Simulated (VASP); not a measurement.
Wanted: the native input for a VASP 6.6.1 run.

```yaml
Task: single point
Functional: BLYP
Potentials_or_basis: VASP PAW PBE potentials, release 64 (Cu, O)
Cutoff: 520 eV
k_mesh: 10 × 10 × 5
Occupations: fermi-dirac, width 0.05 eV
Spin: no spin polarisation
Dipole_correction: no
Further_INCAR_settings: ALGO = Normal; EDIFF = 1e-06; NBANDS = 25
```

The structure of CuO (Tenorite) lies in POSCAR:

```
CuO
1.0
    2.3877802882     -1.7448634230      0.0000000000
    2.3877802882      1.7448634230      0.0000000000
   -0.8666988638      0.0000000000      5.1570684890
Cu O
2 2
Direct
    0.5000000000      0.0000000000      0.5000000000
    0.0000000000      0.5000000000      0.0000000000
    0.4184000000      0.5816000000      0.7500000000
    0.5816000000      0.4184000000      0.2500000000
```

One way to write it, as run:

INCAR

```
SYSTEM = CuO
PREC     = Accurate       ! precision mode
ENCUT    = 520            ! plane-wave cutoff, eV
EDIFF    = 1E-6           ! SCF threshold, eV
ISMEAR   = -1             ! smearing method
SIGMA    = 0.05           ! smearing width, eV
LREAL    = .FALSE.        ! projectors in reciprocal space
LASPH    = .TRUE.         ! aspherical terms in the spheres
NELM     = 60             ! most SCF steps
ALGO     = Normal         ! electronic algorithm
ISIF     = 2              ! what is computed and relaxed
LWAVE    = .FALSE.        ! write WAVECAR
LCHARG   = .FALSE.        ! write CHGCAR
GGA      = B5             ! functional
ALDAX    = 1.0          
AGGAX    = 1.0          
AGGAC    = 1.0          
ALDAC    = 0.0          
NBANDS   = 25             ! bands
```

KPOINTS

```
regular mesh
0
G
  10 10 5
  0 0 0
```

Potentials or basis: VASP PAW PBE potentials, release 64 (Cu, O).

Launch:

```sh
$ cat potpaw_PBE.64/Cu/POTCAR potpaw_PBE.64/O/POTCAR > POTCAR
$ mpirun -np 1 vasp_std > vasp.out
```

It gave:

```
Pressure               : 2.8 GPa
Largest force          : 0.350 eV/Å
Band gap on the k mesh : zero (band 17 reaches 5.53 eV, above the bottom of band 18 at 4.94 eV)
```

Caveat: the PAW data sets were made with another functional, which shifts forces and pressure a little; semilocal functionals often make such compounds metallic where correlation or magnetic order opens a gap, which also shifts bond lengths.

Run time: 58 s on 1 thread of Intel(R) Xeon(R) 6975P-C (Granite Rapids), with other jobs on the host, peak memory 0.25 GiB.
